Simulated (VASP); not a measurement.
# BiSe4 (I4/mmm) in VASP: further runs, part 2 of 2

VASP 6.6.1. The steps go on from the part before.

**4. Relaxation of cell and atoms, PBE**

File INCAR:

```
SYSTEM = BiSe4
ALGO = Normal ; EDIFF = 1E-7
EDIFFG = -0.04 ; ENCUT = 600
GGA = PE ; IBRION = 2
ISIF = 3 ; ISMEAR = 0
LASPH = .True. ; LCHARG = .False.
LREAL = .False. ; LWAVE = .False.
NELM = 80 ; NSW = 90
PREC = Accurate ; SIGMA = 0.1
```

File KPOINTS:

```
k-points
0
Gamma
  6 6 6
  0 0 0
```

File POSCAR:

```
BiSe4
1.0
   -2.4749083000      2.4749083000      5.9099665700
    2.4749083000     -2.4749083000      5.9099665700
    2.4749083000      2.4749083000     -5.9099665700
Bi Se
1 4
Direct
    0.0000000000      0.0000000000      0.0000000000
    0.6183366800      0.6183366800      0.0000000000
    0.7500000000      0.2500000000      0.5000000000
    0.2500000000      0.7500000000      0.5000000000
    0.3816633200      0.3816633200      0.0000000000
```

Potentials or basis: VASP PAW PBE potentials, release 64 (Bi_d, Se).

Command:

```sh
> cat potpaw_PBE.64/Bi_d/POTCAR potpaw_PBE.64/Se/POTCAR > POTCAR
> mpirun -np 1 vasp_std > vasp.out
```

OUTCAR:

```text
SYSTEM = BiSe4
   EDIFF = 1E-7
   EDIFFG = -0.04
   ENCUT = 600
   GGA = PE
   IBRION = 2
   ISIF = 3
   ISMEAR = 0
   LASPH = .True.
   LREAL = .False.
   NELM = 80
   NSW = 90
   PREC = Accurate

 ion  position               nearest neighbor table
   1  0.000  0.000  0.000-
   2  0.618  0.618  0.000-
   3  0.750  0.250  0.500-
   4  0.250  0.750  0.500-
   5  0.382  0.382  0.000-

  LATTYP: Found a body centered tetragonal cell.
 ALAT       =     4.9498166000
 C/A-ratio  =     2.3879537557

  Lattice vectors:

 A1 = (  -2.4749083000,   2.4749083000,   5.9099665700)
 A2 = (   2.4749083000,  -2.4749083000,   5.9099665700)
 A3 = (   2.4749083000,   2.4749083000,  -5.9099665700)

Analysis of symmetry for initial positions (statically):
=====================================================================
 Subroutine PRICEL returns:
 Original cell was already a primitive cell.

 Routine SETGRP: Setting up the symmetry group for a
 body centered tetragonal supercell.

 Subroutine GETGRP returns: Found 16 space group operations
 (whereof 16 operations were pure point group operations)
 out of a pool of 16 trial point group operations.

The static configuration has the point symmetry D_4h.

Analysis of symmetry for dynamics (positions and initial velocities):
=====================================================================
 Subroutine PRICEL returns:
 Original cell was already a primitive cell.

 Routine SETGRP: Setting up the symmetry group for a
 body centered tetragonal supercell.

 Subroutine GETGRP returns: Found 16 space group operations
 (whereof 16 operations were pure point group operations)
 out of a pool of 16 trial point group operations.

The dynamic configuration has the point symmetry D_4h.

 Subroutine INISYM returns: Found 16 space group operations
 (whereof 16 operations are pure point group operations),
 and found     1 'primitive' translations

[... 111 lines left out ...]
   NELECT =      39.0000    total number of electrons
   NUPDOWN=      -1.0000    fix difference up-down
   EMIN   =  10.00;   EMAX   =-10.00  energy-range for DOS
   EFERMI =   0.00;   METHOD = LEGACY
   ISMEAR =     0;   SIGMA  =   0.10  broadening in eV -4-tet -1-fermi 0-gaus
   EFERMI_NEDOS =   21; number of points for ismear=-14 and -15
   IALGO  =     38    algorithm
   IMIX   =      4    mixing-type and parameters
     AMIX     =   0.40;   BMIX     =  1.00
     AMIX_MAG =   1.60;   BMIX_MAG =  1.00
  volume/ion in A,a.u.               =      28.96       195.43
  Fermi-wavevector in a.u.,A,eV,Ry     =   1.057244  1.997902 15.208118  1.117765
  Thomas-Fermi vector in A             =   2.192510
   LORBIT       =      0    0 simple, 1 ext, 2 COOP (PROOUT), +10 PAW based schemes
   GGA     = PE    functional components
   LHFCALC =     F    Hartree Fock is set to
   AEXX    =    0.0000 exact exchange contribution
   IVDW    =     0    specifies the selected vdW correction
   LEPSILON=     F    determine dielectric tensor
   LRPA    =     F    only Hartree local field effects (RPA)
 conjugate gradient relaxation of ions
 non-spin polarized calculation
 Gauss-broadening in eV      SIGMA  =   0.10
  energy-cutoff  :      600.00
  volume of cell :      144.80
 maximum number of plane-waves:      4846
   NGX = 27   NGY = 27   NGZ = 27

--------------------------------------- Ionic step        1  -------------------------------------------

 number of electron      38.9999999 magnetization

 Free energy of the ion-electron system (eV)
  ---------------------------------------------------
  ext. energy  EPLUGINS =         0.00000000
  ---------------------------------------------------
  free energy    TOTEN  =       -14.45756143 eV

  energy without entropy =      -14.42000401  energy(sigma->0) =      -14.43878272

------------------------ aborting loop because EDIFF is reached ----------------------------------------

  FORCE on cell =-STRESS in cart. coord.  units (eV):
  Direction    XX          YY          ZZ          XY          YZ          ZX
  --------------------------------------------------------------------------------------
  -------------------------------------------------------------------------------------
  Total       -3.5907744     -3.5907744     -7.4232879      0.0000000      0.0000000      0.0000000
  in kB      -39.7315459    -39.7315459    -82.1379099      0.0000000      0.0000000      0.0000000
  external PRESSURE =     -53.8670005 kB  Pullay stress =       0.0000000 kB
[... 1365 lines left out ...]
     22       6.5832      0.00000
     23       7.4212      0.00000

 [... further k-points ...]

[... ionic steps 4 to 19 ...]

--------------------------------------- Ionic step       20  -------------------------------------------

 number of electron      39.0000000 magnetization

------------------------ aborting loop because EDIFF is reached ----------------------------------------
[... 73 lines left out ...]
--------------------------------------- Ionic step       22  -------------------------------------------

 number of electron      38.9999999 magnetization

 Free energy of the ion-electron system (eV)
  ---------------------------------------------------
  ext. energy  EPLUGINS =         0.00000000
  ---------------------------------------------------
  free energy    TOTEN  =       -16.55262514 eV

  energy without entropy =      -16.52929199  energy(sigma->0) =      -16.54095856

 E-fermi :   4.1471     XC(G=0):  -9.3231

 val. band max:        4.1401816614   @ k =  -0.3333   0.3333   0.1667
 cond. band min:       4.1542639552   @ k =   0.1667   0.1667   0.0000
 fundamental gap:      0.0140822938
 Fermi energy:         4.1470798246
[... 656 lines left out ...]
  FREE ENERGIE OF THE ION-ELECTRON SYSTEM (eV)
  ---------------------------------------------------
  free  energy   TOTEN  =       -16.5526251389 eV

  energy  without entropy=      -16.5292919888  energy(sigma->0) =      -16.54095856

 reached required accuracy - stopping structural energy minimisation
```

OSZICAR:

```text
N       E                     dE             d eps       ncg     rms          rms(c)
DAV:   1     0.338966056150E+03    0.33897E+03   -0.18657E+04  1380   0.171E+03
DAV:   2     0.211241043476E+02   -0.31784E+03   -0.31335E+03  1556   0.372E+02
DAV:   3    -0.129143485327E+02   -0.34038E+02   -0.33330E+02  1682   0.124E+02
DAV:   4    -0.148481748101E+02   -0.19338E+01   -0.18897E+01  1771   0.281E+01
[... 263 lines left out ...]
DAV:   6    -0.165526240356E+02   -0.98369E-07   -0.40259E-05  1798   0.367E-02    0.129E-02
DAV:   7    -0.165526257402E+02   -0.17046E-05   -0.80422E-06  1755   0.161E-02    0.520E-03
DAV:   8    -0.165526255655E+02    0.17469E-06   -0.93186E-07  1809   0.722E-03    0.228E-03
DAV:   9    -0.165526251789E+02    0.38660E-06   -0.23692E-07  1040   0.322E-03    0.452E-04
DAV:  10    -0.165526251389E+02    0.39992E-07   -0.30117E-08   865   0.145E-03
  22 F= -.16552625E+02 E0= -.16540959E+02  d E =-.128295E-01
```

CONTCAR:

```text
BiSe4
   1.00000000000000
    -2.7330692176538651    2.7330692176538651    4.6111039843043544
     2.7330692176538651   -2.7330692176538651    4.6111039843043544
     2.7330692176538651    2.7330692176538651   -4.6111039843043544
  Bi              Se
     1     4
Direct
     0.0000000000000000    0.0000000000000000    0.0000000000000000
     0.6911160248851320    0.6911160248851320    0.0000000000000000
     0.7500000000000000    0.2500000000000000    0.5000000000000000
     0.2500000000000000    0.7500000000000000    0.5000000000000000
     0.3088839751148678    0.3088839751148678    0.0000000000000000

  0.00000000E+00  0.00000000E+00  0.00000000E+00
  0.00000000E+00  0.00000000E+00  0.00000000E+00
  0.00000000E+00  0.00000000E+00  0.00000000E+00
  0.00000000E+00  0.00000000E+00  0.00000000E+00
  0.00000000E+00  0.00000000E+00  0.00000000E+00
```

Run time: 34 min. Hardware: 1 thread of Intel Xeon 6975P-C (Granite Rapids), shared host; peak memory 0.56 GiB.

Results:

```yaml
Free_energy: -16.5526 eV
Relaxed_volume: 27.55 Å³/atom
Relaxed_cell: a = 6.017 Å, b = 6.017 Å, c = 6.017 Å, α = 125.97°, β = 125.97°, γ = 79.94°
Space_group_after_relaxing_to_0.1_Å: I4/mmm (No. 139)
Energy_gained_by_relaxing: 419.0 meV/atom
Ionic_steps: 22
Pressure_after_relaxing: -0.1 GPa
Largest_force_after_relaxing: 0.008 eV/Å
Band_gap_on_the_k_mesh: zero (an odd number of electrons rules out a gap without spin polarisation)
```

Forces in eV/Å, atoms in the order of the input:
```
Bi   0.000  0.000  0.000
Se   0.000  0.000 -0.008
Se   0.000  0.000  0.000
Se   0.000  0.000  0.000
Se   0.000  0.000  0.008
```

The path:
| step | energy change (eV) | largest force (eV/Å) | pressure (GPa) | volume (Å³) |
| --- | --- | --- | --- | --- |
| 1 | 0.0000 | 0.0429 | -5.39 | 144.80 |
| 2 | -0.4726 | 0.2239 | 0.19 | 125.27 |
| 3 | -0.4766 | 0.2403 | 0.87 | 123.78 |
| 4 | -0.5964 | 0.2558 | 1.20 | 123.42 |
| 5 | -0.7907 | 1.2591 | 4.66 | 121.30 |
| 6 | -0.8311 | 1.4603 | 4.36 | 122.41 |
| 7 | -0.9148 | 2.1612 | 3.63 | 125.64 |
| 8 | -0.8439 | 4.4852 | 3.06 | 131.60 |
| 9 | -0.9324 | 2.7669 | 3.31 | 127.66 |
| 10 | -1.0872 | 1.8583 | 1.09 | 131.28 |
| 11 | -1.2007 | 1.1009 | -1.58 | 136.91 |
| 12 | -1.2122 | 0.8921 | -2.42 | 139.08 |
| 13 | -1.2685 | 0.8583 | -2.23 | 137.61 |
| 14 | -1.4192 | 0.8630 | -1.36 | 133.23 |
| 15 | -1.5836 | 0.7139 | 1.87 | 124.65 |
| 16 | -1.6599 | 0.5415 | 1.53 | 125.48 |
| 17 | -1.7532 | 0.2951 | 2.07 | 127.99 |
| 18 | -1.7578 | 0.0724 | 1.70 | 127.28 |
| 19 | -1.8684 | 0.1062 | 0.78 | 129.90 |
| 20 | -2.0728 | 0.0943 | -0.86 | 137.72 |
| 21 | -2.0822 | 0.1048 | -1.12 | 139.91 |
| 22 | -2.0951 | 0.0081 | -0.14 | 137.77 |

Final structure:
```cif
data_structure
_symmetry_space_group_name_H-M 'P 1'
_symmetry_Int_Tables_number 1
_cell_length_a 6.0168
_cell_length_b 6.0168
_cell_length_c 6.0168
_cell_angle_alpha 125.968
_cell_angle_beta 125.968
_cell_angle_gamma 79.941
_cell_volume 137.77
loop_
_atom_site_label
_atom_site_type_symbol
_atom_site_fract_x
_atom_site_fract_y
_atom_site_fract_z
_atom_site_occupancy
Bi1 Bi 0.00000 0.00000 0.00000 1
Se1 Se 0.69112 0.69112 0.00000 1
Se2 Se 0.75000 0.25000 0.50000 1
Se3 Se 0.25000 0.75000 0.50000 1
Se4 Se 0.30888 0.30888 0.00000 1
```

Levels at points of the mesh, in eV from the Fermi level:
```tsv
k point	band 18	band 19	band 20	band 21	band 22	band 23
(0.00, 0.00, 0.00)	-1.00	-1.00	-0.09	2.50	2.50	3.62
(0.50, 0.00, 0.00)	-1.14	-0.37	-0.20	0.18	1.03	2.23
(0.50, 0.50, 0.00)	-1.66	-1.34	-1.03	-1.03	-0.72	0.29
(0.50, 0.50, 0.50)	-0.81	0.45	0.45	1.98	1.98	3.32
```

Caveat: spin-orbit coupling is left out, which moves the levels of the heavy elements.

**5. Single point, PBE**

This run uses another cell than the first one, of 27.21 Å³/atom.

File INCAR:

```
SYSTEM = BiSe4
PREC = Accurate ; ENCUT = 520
EDIFF = 1E-6 ; ISMEAR = 0
SIGMA = 0.1 ; LREAL = .FALSE.
LASPH = .TRUE. ; NELM = 100
ALGO = Normal ; ISIF = 2
LWAVE = .FALSE. ; LCHARG = .TRUE.
GGA = PE ; LELF = .TRUE.
LVHAR = .TRUE. ; NBANDS = 28
```

File KPOINTS:

```
Automatic mesh
0
G
  10 10 10
  0 0 0
```

File POSCAR:

```
BiSe4
1.0
   -2.7199638011      2.7199638011      4.5978074424
    2.7199638011     -2.7199638011      4.5978074424
    2.7199638011      2.7199638011     -4.5978074424
Bi Se
1 4
Direct
    0.0000000000      0.0000000000      0.0000000000
    0.6888766649      0.6888766649      0.0000000000
    0.7500000000      0.2500000000      0.5000000000
    0.2500000000      0.7500000000      0.5000000000
    0.3111233351      0.3111233351      0.0000000000
```

Command:

```sh
> cat potpaw_PBE.64/Bi_d/POTCAR potpaw_PBE.64/Se/POTCAR > POTCAR
> mpirun -np 1 vasp_std > vasp.out
```

It took 4.2 min on 1 thread of Intel Xeon 6975P-C (Granite Rapids), shared host; peak memory 0.54 GiB.

Results (log left out):

* Free energy: -16.5895 eV
* Pressure: 0.0 GPa
* Largest force: 0.006 eV/Å
* Band gap on the k mesh: zero (an odd number of electrons rules out a gap without spin polarisation)

Forces in eV/Å, atoms in the order of the input:
```
Bi   0.000  0.000  0.000
Se   0.000  0.000 -0.006
Se   0.000  0.000  0.000
Se   0.000  0.000  0.000
Se   0.000  0.000  0.006
```

Levels at points of the mesh, in eV from the Fermi level:
| k point | band 18 | band 19 | band 20 | band 21 | band 22 | band 23 |
| --- | --- | --- | --- | --- | --- | --- |
| (0.00, 0.00, 0.00) | -1.13 | -1.13 | -0.19 | 2.42 | 2.42 | 3.50 |
| (0.50, 0.00, 0.00) | -1.27 | -0.45 | -0.30 | 0.10 | 0.93 | 2.04 |
| (0.50, 0.50, 0.00) | -1.81 | -1.46 | -1.14 | -1.11 | -0.80 | 0.21 |
| (0.50, 0.50, 0.50) | -0.99 | 0.39 | 0.39 | 1.82 | 1.82 | 3.10 |

Caveat: spin-orbit coupling is left out, which moves the levels of the heavy elements.

**6. The runs side by side**

| task | cell | k mesh | cutoff (eV) | gap on the mesh (eV) | pressure (GPa) | largest force (eV/Å) |
| --- | --- | --- | --- | --- | --- | --- |
| single point | a = 6.869 Å, angles 137.8, 137.8, 61.3°, 5 atoms, atomic positions A | 6 × 6 × 6 | 520 | none | -5.4 | 0.04 |
| single point | a = 5.996 Å, angles 125.8, 125.8, 80.2°, 5 atoms, atomic positions B | 6 × 6 × 6 | 520 | none | 0.0 | 0.01 |
| relaxation of cell and atoms | relaxed from a = 6.869 Å, angles 137.8, 137.8, 61.3°, 5 atoms, atomic positions A | 6 × 6 × 6 | 600 | none | -0.1 | 0.01 |
| single point | a = 5.995 Å, angles 126.0, 126.0, 79.8°, 5 atoms, atomic positions B | 10 × 10 × 10 | 520 | none | 0.0 | 0.01 |

Alike in all rows: level PBE; potentials or basis VASP PAW PBE potentials, release 64 (Bi_d, Se); no spin polarisation; smearing gaussian 0.1 eV.

Caveats: spin-orbit coupling is left out, which moves the levels of the heavy elements; the cell stands under tension (at least some runs).

Absolute energies hang on the potentials; compare differences alone.
